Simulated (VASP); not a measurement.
**Sn: single point with r2SCAN**

The system is Sn.

```
Sn
1.0
    -1.74308    1.74308    1.81887
     1.74308   -1.74308    1.81887
     1.74308    1.74308   -1.81887
Sn
1
Direct
  0.00000 0.00000 0.00000
```

This cell differs from its parent crystal: strain -0.080 along x and y, -0.040 along z.

```
Program                : VASP 6.6.1
Task                   : single point
Functional             : r2SCAN
Potentials or basis    : VASP PAW PBE potentials, release 64 (Sn_d)
Cutoff                 : 520 eV
k mesh                 : 18 × 18 × 18
Occupations            : gaussian, width 0.15 eV
Spin                   : no spin polarisation
Dipole correction      : no
Further INCAR settings : ALGO = Normal; EDIFF = 1e-06; NBANDS = 13
```

```
Pressure               : 16.6 GPa
Band gap on the k mesh : zero (bands 7 and 8 overlap by 13.80 eV)
```

Levels at points of the mesh, in eV from the Fermi level:
| k point | band 4 | band 5 | band 6 | band 7 | band 8 | band 9 | band 10 | band 11 |
| --- | --- | --- | --- | --- | --- | --- | --- | --- |
| (0.00, 0.00, 0.00) | -22.26 | -22.23 | -13.45 | 10.41 | 10.75 | 10.75 | 12.72 | 13.51 |
| (0.50, 0.00, 0.00) | -22.25 | -22.09 | -7.05 | -6.00 | 4.79 | 6.83 | 9.66 | 10.13 |
| (0.50, 0.50, 0.00) | -22.24 | -22.07 | -6.67 | -5.86 | 4.08 | 5.94 | 8.81 | 9.39 |
| (0.50, 0.50, 0.50) | -22.11 | -22.11 | -1.56 | -0.98 | -0.53 | -0.53 | 3.91 | 4.23 |

Wall time 5.4 min on 1 thread of Intel Xeon 8259CL, with other jobs on the host, peak memory 0.25 GiB.

Caveat: the cell differs from its parent crystal (strain -0.080 along x and y, -0.040 along z); the cell stands under pressure; the PAW data sets were made with another functional, which shifts forces and pressure a little; spin-orbit coupling is left out, which moves the levels of the heavy elements.
